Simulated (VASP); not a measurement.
Input of a VASP 6.6.1 run:

File INCAR:

```
ALGO = Normal
EDIFF = 1E-6
ENCUT = 520
GGA = PS
ISIF = 2
ISMEAR = 0
LASPH = T
LCHARG = F
LREAL = F
LWAVE = F
NBANDS = 18
NELM = 100
PREC = Accurate
SIGMA = 0.1
```

File KPOINTS:

```
k-points
0
Gamma
  18 18 10
```

File POSCAR:

```
Ag
1.0
    2.6599395283      0.0000000000      0.0000000000
   -1.3299697642      2.3035752040      0.0000000000
    0.0000000000      0.0000000000      4.3491298814
Ag
2
Direct
    0.3333333333      0.6666666667      0.2500000000
    0.6666666667      0.3333333333      0.7500000000
```

Potentials or basis: VASP PAW PBE potentials, release 64 (Ag).

Command:

```bash
$ cat potpaw_PBE.64/Ag/POTCAR > POTCAR
$ mpirun -np 1 vasp_std > vasp.out
```

(1) Predict the pressure.

(2) What does it give for the band gap on the k mesh?

Results:

(1) 49.3 GPa.

(2) zero (band 11 reaches 17.07 eV, above the bottom of band 12 at 8.44 eV).

Caveat: the PAW data sets were made with another functional, which shifts forces and pressure a little.
